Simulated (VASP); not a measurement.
Write the native input for VASP 6.6.1 that does the following.

```
Task                   : single point
Functional             : PBEsol
Potentials or basis    : VASP PAW PBE potentials, release 64 (Cu, I)
Cutoff                 : 520 eV
k mesh                 : 6 × 6 × 6
Occupations            : gaussian, width 0.01 eV
Spin                   : no spin polarisation
Dipole correction      : no
Further INCAR settings : ALGO = Normal; EDIFF = 1e-06; NBANDS = 16
```

The structure of CuI (Marshite) lies in POSCAR:

```
CuI
1.0
    0.0000000000      3.0120429050      3.0120429050
    3.0120429050      0.0000000000      3.0120429050
    3.0120429050      3.0120429050      0.0000000000
Cu I
1 1
Direct
    0.2500000000      0.2500000000      0.2500000000
    0.0000000000      0.0000000000      0.0000000000
```

These files were run (other wordings do the same):

INCAR

```
SYSTEM = CuI
ALGO = Normal
EDIFF = 1E-6
ENCUT = 520
GGA = PS
ISIF = 2
ISMEAR = 0
LASPH = .TRUE.
LCHARG = .TRUE.
LELF = .TRUE.
LREAL = .FALSE.
LVHAR = .TRUE.
LWAVE = .FALSE.
NBANDS = 16
NELM = 100
PREC = Accurate
SIGMA = 0.01
```

KPOINTS

```
k-points
0
G
  6 6 6
  0 0 0
```

Potentials or basis: VASP PAW PBE potentials, release 64 (Cu, I).

The run is started by

```bash
$ cat potpaw_PBE.64/Cu/POTCAR potpaw_PBE.64/I/POTCAR > POTCAR
$ mpirun -np 1 vasp_std > vasp.out
```

Results of the run:

```json
{"Pressure": "-1.4 GPa", "Band gap on the k mesh": "1.08 eV, direct"}
```

Caveat: the PAW data sets were made with another functional, which shifts forces and pressure a little; spin-orbit coupling is left out, which moves the levels of the heavy elements.

Wall time 6.2 s on 1 thread of Intel(R) Xeon(R) 6975P-C (Granite Rapids) (shared host), peak memory 0.18 GiB.
